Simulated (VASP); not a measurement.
Input of a VASP 6.6.1 run:

Contents of INCAR:

```
SYSTEM = Ta5TiN6
PREC = Accurate
ENCUT = 520
EDIFF = 1E-7
ISMEAR = 0
SIGMA = 0.1
LREAL = .False.
LASPH = .True.
NELM = 150
ALGO = Normal
ISIF = 2
LWAVE = .False.
LCHARG = .True.
ISPIN = 2
MAGMOM = 1 0 0 0 0 0 0 0 0 0 0 0
LORBIT = 11
LMAXMIX = 4
GGA = PE
LELF = .True.
LVHAR = .True.
NBANDS = 64
```

File KPOINTS:

```
regular mesh
0
Gamma
  6 6 2
  0 0 0
```

Contents of POSCAR:

```
Ta5TiN6
1.0
    3.1126352012      0.0000000000      0.0000000000
    0.0000000000      3.1126352012      0.0000000000
    0.0000000000      0.0000000000     13.1432383266
Ti Ta N
1 5 6
Direct
    0.5000000000      0.5000000000      0.5000000000
    0.0000000000      0.0000000000      0.0000000000
    0.5000000000      0.5000000000      0.1672641010
    0.0000000000      0.0000000000      0.3392530591
    0.0000000000      0.0000000000      0.6607469409
    0.5000000000      0.5000000000      0.8327358990
    0.0000000000      0.0000000000      0.8312731535
    0.5000000000      0.5000000000      0.0000000000
    0.0000000000      0.0000000000      0.1687268465
    0.5000000000      0.5000000000      0.3357526514
    0.0000000000      0.0000000000      0.5000000000
    0.5000000000      0.5000000000      0.6642473486
```

Potentials or basis: VASP PAW PBE potentials, release 64 (Ti_sv, Ta_pv, N).

The run is started by

```console
$ cat potpaw_PBE.64/Ti_sv/POTCAR potpaw_PBE.64/Ta_pv/POTCAR potpaw_PBE.64/N/POTCAR > POTCAR
$ mpirun -np 1 vasp_std > vasp.out
```

(1) What does it give for the largest force?

(2) Estimate the net moment.

Answers

(1) 0.008 eV/Å.

(2) 0.00 μB per cell.
